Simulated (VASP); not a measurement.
Si4HCl, 24 atoms in the cell. The cell holds a slab with vacuum, 24 atoms: a = 7.667 Å, b = 7.667 Å, c = 23.427 Å, α = 90.00°, β = 90.00°, γ = 120.00°. 

| Item | Value |
| --- | --- |
| Program | VASP 6.6.1 |
| Task | relaxation of the atoms |
| Functional | PBE |
| Dispersion | D3(BJ) |
| Potentials or basis | VASP PAW PBE potentials, release 64 (Si, H, Cl) |
| Cutoff | 450 eV |
| k mesh | 3 × 3 × 1 |
| Occupations | gaussian, width 0.05 eV |
| Spin | no spin polarisation |
| Dipole correction | yes |
| Atoms held fixed (from 0) | [0, 1, 2, 3, 4, 5, 6, 7] |
| Further INCAR settings | ALGO = Normal; EDIFF = 1e-07; NELMDL = -8; IBRION = 2; EDIFFG = -0.03; NSW = 90 |

Potentials or basis: VASP PAW PBE potentials, release 64 (Si, H, Cl).

Run with:

```console
$ cat potpaw_PBE.64/Si/POTCAR potpaw_PBE.64/H/POTCAR potpaw_PBE.64/Cl/POTCAR > POTCAR
$ mpirun -np 4 vasp_std > vasp.out
```

Hardware: 4 MPI ranks on Intel(R) Xeon(R) Platinum 8375C CPU @ 2.90GHz (Ice Lake), with other jobs on the host.

Question: Estimate the wall time of this run.

Answer: Run time: 15 min on 4 MPI ranks on Intel(R) Xeon(R) Platinum 8375C CPU @ 2.90GHz (Ice Lake), on a shared host, peak memory 0.65 GiB a rank. Counts: scf iterations 108, k points 3, ion steps 7.
